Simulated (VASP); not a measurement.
# CdS (F-43m) in VASP: relaxation of cell and atoms with LDA

Aim: the relaxation of cell and atoms of CdS with LDA.

Program: VASP 6.6.1. These are calculated values, not measurements. Logs are shortened: lines on timing, memory, paths and dates and some standing lists are left out, and cuts for length are marked.

**1. The cell of the first run**

Symmetry: F-43m, No. 216, cubic system. The conventional cell has a = 5.886 Å, b = 5.886 Å, c = 5.886 Å, α = 90.00°, β = 90.00°, γ = 90.00°. Within 3.4 Å of Cd (site symmetry -43m) lie 4 S at 2.55 Å. Within 3.4 Å of S (site symmetry -43m) lie 4 Cd at 2.55 Å.

**2. Relaxation of cell and atoms, LDA**

INCAR

```
PREC = Accurate
ENCUT = 600
EDIFF = 1E-7
ISMEAR = 0
SIGMA = 0.02
LREAL = False
LASPH = True
NELM = 60
ALGO = Normal
ISIF = 3
LWAVE = False
LCHARG = False
GGA = CA
IBRION = 2
NSW = 100
EDIFFG = -0.002
```

KPOINTS

```
Automatic mesh
0
Gamma
  12 12 12
```

POSCAR

```
CdS
1.0
    0.0000000000      2.9429534600      2.9429534600
    2.9429534600      0.0000000000      2.9429534600
    2.9429534600      2.9429534600      0.0000000000
Cd S
1 1
Direct
    0.0000000000      0.0000000000      0.0000000000
    0.7500000000      0.7500000000      0.7500000000
```

Potentials or basis: VASP PAW LDA potentials, release 64 (Cd, S).

On the command line:

```
> cat potpaw_LDA.64/Cd/POTCAR potpaw_LDA.64/S/POTCAR > POTCAR
> mpirun -np 1 vasp_std > vasp.out
```

OUTCAR:

```text
PREC = Accurate
   ENCUT = 600
   EDIFF = 1E-7
   ISMEAR = 0
   LREAL = False
   LASPH = True
   NELM = 60
   ISIF = 3
   GGA = CA
   IBRION = 2
   NSW = 100
   EDIFFG = -0.002

 ion  position               nearest neighbor table
   1  0.000  0.000  0.000-   2 2.55   2 2.55   2 2.55   2 2.55
   2  0.750  0.750  0.750-   1 2.55   1 2.55   1 2.55   1 2.55

  LATTYP: Found a face centered cubic cell.
 ALAT       =     5.8859069200

  Lattice vectors:

 A1 = (   0.0000000000,   2.9429534600,   2.9429534600)
 A2 = (   2.9429534600,   0.0000000000,   2.9429534600)
 A3 = (   2.9429534600,   2.9429534600,   0.0000000000)

Analysis of symmetry for initial positions (statically):
=====================================================================
 Subroutine PRICEL returns:
 Original cell was already a primitive cell.

 Routine SETGRP: Setting up the symmetry group for a
 face centered cubic supercell.

 Subroutine GETGRP returns: Found 24 space group operations
 (whereof 24 operations were pure point group operations)
 out of a pool of 48 trial point group operations.

The static configuration has the point symmetry T_d .

Analysis of symmetry for dynamics (positions and initial velocities):
=====================================================================
 Subroutine PRICEL returns:
 Original cell was already a primitive cell.

 Routine SETGRP: Setting up the symmetry group for a
 face centered cubic supercell.

 Subroutine GETGRP returns: Found 24 space group operations
 (whereof 24 operations were pure point group operations)
 out of a pool of 48 trial point group operations.

The dynamic configuration has the point symmetry T_d .

 Subroutine INISYM returns: Found 24 space group operations
 (whereof 24 operations are pure point group operations),
 and found     1 'primitive' translations

----------------------------------------------------------------------------------------

                                     Primitive cell

  volume of cell :      50.9777

  direct lattice vectors                    reciprocal lattice vectors
     0.000000000  2.942953460  2.942953460    -0.169897352  0.169897352  0.169897352
     2.942953460  0.000000000  2.942953460     0.169897352 -0.169897352  0.169897352
     2.942953460  2.942953460  0.000000000     0.169897352  0.169897352 -0.169897352

  length of vectors
     4.161964697  4.161964697  4.161964697     0.294270846  0.294270846  0.294270846

  position of ions in fractional coordinates (direct lattice)
     0.000000000  0.000000000  0.000000000
     0.750000000  0.750000000  0.750000000

  ion indices of the primitive-cell ions
   primitive index   ion index
                 1           1
                 2           2

----------------------------------------------------------------------------------------

 KPOINTS: Automatic mesh

Automatic generation of k-mesh.
 Grid dimensions read from file:
 generate k-points for:   12   12   12

 Generating k-lattice:

  Cartesian coordinates                     Fractional coordinates (reciprocal lattice)
    -0.014158113  0.014158113  0.014158113     0.083333333  0.000000000  0.000000000
     0.014158113 -0.014158113  0.014158113     0.000000000  0.083333333  0.000000000
     0.014158113  0.014158113 -0.014158113     0.000000000  0.000000000  0.083333333

  Length of vectors
     0.024522570  0.024522570  0.024522570

  Shift w.r.t. Gamma in fractional coordinates (k-lattice)
     0.000000000  0.000000000  0.000000000

 Subroutine IBZKPT returns following result:
 ===========================================

 Found     72 irreducible k-points:

 Following reciprocal coordinates:
            Coordinates               Weight
  0.000000  0.000000  0.000000      1.000000
  0.083333  0.000000  0.000000      8.000000
  0.166667  0.000000  0.000000      8.000000
  0.250000  0.000000  0.000000      8.000000
  0.333333  0.000000  0.000000      8.000000
  0.416667  0.000000  0.000000      8.000000
[... 16 lines left out ...]
  0.500000  0.166667  0.000000     24.000000
 -0.416667  0.166667  0.000000     24.000000
 [... further k-points ...]
   k-points           NKPTS =     72   k-points in BZ     NKDIM =     72   number of bands    NBANDS=     13
   number of dos      NEDOS =    301   number of ions     NIONS =      2
   total plane-waves  NPLWV =  46656
   dimension x,y,z NGX =    36 NGY =   36 NGZ =   36
   dimension x,y,z NGXF=    72 NGYF=   72 NGZF=   72
   ions per type =               1   1
   NGX,Y,Z   is equivalent  to a cutoff of  14.38, 14.38, 14.38 a.u.
   NGXF,Y,Z  is equivalent  to a cutoff of  28.76, 28.76, 28.76 a.u.
 SYSTEM =  unknown system
   PREC   = accura    normal or accurate (medium, high low for compatibility)
   ISTART =      0    job   : 0-new  1-cont  2-samecut
   ICHARG =      2    charge: 1-file 2-atom 10-const
   ISPIN  =      1    spin polarized calculation?
   LNONCOLLINEAR =      F non collinear calculations
   LSORBIT =      F    spin-orbit coupling
   LASPH  =      T    aspherical Exc in radial PAW
   ENCUT  =  600.0 eV  44.10 Ry    6.64 a.u.   8.31  8.31  8.31*2*pi/ulx,y,z
   NELM   =     60;   NELMIN=  2; NELMDL= -5     # of ELM steps
   EDIFF  = 0.1E-06   stopping-criterion for ELM
   LREAL  =      F    real-space projection
   EDIFFG = -.2E-02   stopping-criterion for IOM
   NSW    =    100    number of steps for IOM
   IBRION =      2    ionic relax: 0-MD 1-quasi-New 2-CG
   NFREE  =      1    steps in history (QN), initial steepest desc. (CG)
   ISIF   =      3    stress and relaxation
   ISYM   =      2    0-nonsym 1-usesym 2-fastsym
   POTIM  = 0.5000    time-step for ionic-motion
   TEBEG  =    0.0;   TEEND  =   0.0 temperature during run
   PSTRESS=    0.0 pullay stress
   NELECT =      18.0000    total number of electrons
   NUPDOWN=      -1.0000    fix difference up-down
   EMIN   =  10.00;   EMAX   =-10.00  energy-range for DOS
   EFERMI =   0.00;   METHOD = LEGACY
   ISMEAR =     0;   SIGMA  =   0.02  broadening in eV -4-tet -1-fermi 0-gaus
   EFERMI_NEDOS =   21; number of points for ismear=-14 and -15
   IALGO  =     38    algorithm
   IMIX   =      4    mixing-type and parameters
     AMIX     =   0.40;   BMIX     =  1.00
     AMIX_MAG =   1.60;   BMIX_MAG =  1.00
  volume/ion in A,a.u.               =      25.49       172.01
  Fermi-wavevector in a.u.,A,eV,Ry     =   1.157104  2.186609 18.216690  1.338889
  Thomas-Fermi vector in A             =   2.293718
   LORBIT       =      0    0 simple, 1 ext, 2 COOP (PROOUT), +10 PAW based schemes
   GGA     = CA    functional components
   LHFCALC =     F    Hartree Fock is set to
   AEXX    =    0.0000 exact exchange contribution
   IVDW    =     0    specifies the selected vdW correction
   LEPSILON=     F    determine dielectric tensor
   LRPA    =     F    only Hartree local field effects (RPA)
 conjugate gradient relaxation of ions
 non-spin polarized calculation
 Gauss-broadening in eV      SIGMA  =   0.02
  energy-cutoff  :      600.00
  volume of cell :       50.98
 maximum number of plane-waves:      1731
 NGX is ok and might be reduce to    36
   NGX = 17   NGY = 17   NGZ = 17

--------------------------------------- Ionic step        1  -------------------------------------------

 number of electron      17.9999999 magnetization

 Free energy of the ion-electron system (eV)
  ---------------------------------------------------
  ext. energy  EPLUGINS =         0.00000000
  ---------------------------------------------------
  free energy    TOTEN  =        -7.37490135 eV

  energy without entropy =       -7.37490135  energy(sigma->0) =       -7.37490135

------------------------ aborting loop because EDIFF is reached ----------------------------------------

  FORCE on cell =-STRESS in cart. coord.  units (eV):
  Direction    XX          YY          ZZ          XY          YZ          ZX
  --------------------------------------------------------------------------------------
  -------------------------------------------------------------------------------------
  Total       -1.1154096     -1.1154096     -1.1154096      0.0000000     -0.0000000     -0.0000000
  in kB      -35.0561968    -35.0561968    -35.0561968      0.0000000     -0.0000000     -0.0000000
  external PRESSURE =     -35.0561968 kB  Pullay stress =       0.0000000 kB
[... 57 lines left out ...]
  energy  without entropy=       -7.4034028866  energy(sigma->0) =       -7.40340289

--------------------------------------- Ionic step        3  -------------------------------------------

 number of electron      18.0000001 magnetization

 Free energy of the ion-electron system (eV)
  ---------------------------------------------------
  ext. energy  EPLUGINS =         0.00000000
  ---------------------------------------------------
  free energy    TOTEN  =        -7.40876527 eV

  energy without entropy =       -7.40876527  energy(sigma->0) =       -7.40876527

 E-fermi :   1.5381     XC(G=0):  -9.7324

 val. band max:        1.4129823601   @ k =   0.0000   0.0000   0.0000
 cond. band min:       2.3748780813   @ k =   0.0000   0.0000   0.0000
 fundamental gap:      0.9618957212
 Fermi energy:         1.5381048976

 k-point     1 :       0.0000    0.0000    0.0000
  band No.  band energies     occupation
      1     -11.1476      2.00000
      2      -6.4927      2.00000
      3      -6.4927      2.00000
      4      -6.4927      2.00000
      5      -5.9630      2.00000
      6      -5.9630      2.00000
      7       1.4130      2.00000
      8       1.4130      2.00000
      9       1.4130      2.00000
     10       2.3749      0.00000
     11       7.7656      0.00000
     12       7.7656      0.00000
     13       7.7656      0.00000
[... 353 lines left out ...]
 k-point    24 :      -0.4167    0.1667    0.0000
  band No.  band energies     occupation
      1     -10.6302      2.00000
      2      -6.3364      2.00000
      3      -6.3038      2.00000
      4      -5.9708      2.00000
      5      -5.9347      2.00000
      6      -5.4816      2.00000
      7      -3.0713      2.00000
      8      -0.3765      2.00000
      9       0.3760      2.00000
     10       5.2186      0.00000
     11       7.3045      0.00000
     12       8.8312      0.00000
     13       8.9497      0.00000

 [... further k-points ...]

------------------------ aborting loop because EDIFF is reached ----------------------------------------

  FORCE on cell =-STRESS in cart. coord.  units (eV):
  Direction    XX          YY          ZZ          XY          YZ          ZX
  --------------------------------------------------------------------------------------
  -------------------------------------------------------------------------------------
  Total       -0.0006039     -0.0006039     -0.0006039      0.0000000      0.0000000      0.0000000
  in kB       -0.0201359     -0.0201359     -0.0201359      0.0000000      0.0000000      0.0000000
  external PRESSURE =      -0.0201359 kB  Pullay stress =       0.0000000 kB
[... 17 lines left out ...]
  FREE ENERGIE OF THE ION-ELECTRON SYSTEM (eV)
  ---------------------------------------------------
  free  energy   TOTEN  =        -7.4087652733 eV

  energy  without entropy=       -7.4087652733  energy(sigma->0) =       -7.40876527

 reached required accuracy - stopping structural energy minimisation
```

Wall time 67 s (1 thread of Intel Xeon Platinum 8559C (Emerald Rapids), shared host); peak memory 0.21 GiB.

What came out:

- Free energy: -7.4088 eV
- Relaxed volume: 24.03 Å³/atom
- Relaxed cell: a = 4.081 Å, b = 4.081 Å, c = 4.081 Å, α = 60.00°, β = 60.00°, γ = 60.00°
- Space group after relaxing (to 0.1 Å): F-43m (No. 216)
- Energy gained by relaxing: 16.9 meV/atom
- Ionic steps: 3
- Pressure after relaxing: 0.0 GPa
- Band gap on the k mesh: 0.96 eV

Step by step:
```csv
step,energy change (eV),largest force (eV/Å),pressure (GPa),volume (Å³)
1,0.0000,0.0000,-3.51,50.98
2,-0.0285,0.0000,1.64,46.97
3,-0.0339,0.0000,0.00,48.05
```

Final structure:
```
Cd S
1.0
     0.00000    2.88550    2.88550
     2.88550    0.00000    2.88550
     2.88550    2.88550    0.00000
Cd S
1 1
Direct
  0.00000 0.00000 0.00000
  0.75000 0.75000 0.75000
```
